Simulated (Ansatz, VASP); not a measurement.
**Two plane-wave programs on TeRh**

```xyz
4
Lattice="3.9900 0.0000 0.0000 -1.9950 3.4554 0.0000 0.0000 0.0000 5.6600" Properties=species:S:1:pos:R:3 pbc="T T T"
Te    0.0000    2.3036    1.5400
Te    1.9950    1.1518    4.3700
Rh    0.0000    0.0000    0.0000
Rh    0.0000    0.0000    2.8300
```

Change from the starting cell: all Te atoms moved +0.125 Å, as atom 1 along Cartesian [0 0 1].

Alike in both runs: task single point; functional LDA; k mesh 15 × 15 × 8; occupations gaussian, width 0.15 eV; no spin polarisation.

|  | VASP | Ansatz |
| --- | --- | --- |
| version | VASP 6.6.1 | Ansatz 0.2.0 |
| potentials or method | VASP PAW LDA potentials, release 64 (Te, Rh_pv), cutoff 520 eV | scalar-relativistic, plane waves, PAW |
| valence electrons in the cell | 42 | 66 |

```csv
,VASP,Ansatz,Ansatz less VASP
gap on the k mesh at the Fermi level (eV),none,none,-
pressure (GPa),-2.3,-2.5,-0.15
"traceless stress, the component that is largest in VASP (GPa)",-1.33,-1.39,-0.057
rms of the force components (eV/Å),0.241,0.240,-0.0011
```

LDA's correlation is that of Perdew and Zunger in VASP and of Perdew and Wang (1992) in Ansatz. Atom by atom the forces differ by 0.001 eV/Å (rms over components). A gap of «none» marks a metal or a gap that the smearing closes. VASP's potentials hold 42 valence electrons a cell and Ansatz's 66, so a difference there can come from the potentials and not from the codes.

Neither program's run includes spin-orbit coupling.
